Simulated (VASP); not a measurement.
Rh, 1 atom in the cell. The structure is cubic, space group Fm-3m (No. 225). Conventional cell: a = 3.800 Å, b = 3.800 Å, c = 3.800 Å, α = 90.00°, β = 90.00°, γ = 90.00°. Within 3.5 Å of Rh (site symmetry m-3m) lie 12 Rh at 2.69 Å. 

| Property | Result |
| --- | --- |
| Program | VASP 6.6.1 |
| Task | single point |
| Functional | r2SCAN |
| Potentials or basis | VASP PAW PBE potentials, release 64 (Rh_pv) |
| Cutoff | 520 eV |
| k mesh | 18 × 18 × 18 |
| Occupations | gaussian, width 0.1 eV |
| Spin | no spin polarisation |
| Dipole correction | no |
| Further INCAR settings | ALGO = Normal; EDIFF = 1e-07; NBANDS = 14 |

Potentials or basis: VASP PAW PBE potentials, release 64 (Rh_pv).

Command:

```console
$ cat potpaw_PBE.64/Rh_pv/POTCAR > POTCAR
$ cp INCAR.step1 INCAR
$ mpirun -np 1 vasp_std > vasp.out
$ cp INCAR.step2 INCAR
$ mpirun -np 1 vasp_std > vasp.out
```

Hardware: 1 thread of Intel Xeon 8259CL, on a shared host.

Task: How long does it take, and how much memory?

Result: It took 2.9 min on 1 thread of Intel Xeon 8259CL, on a shared host, peak memory 0.16 GiB. Counts: k points 195.
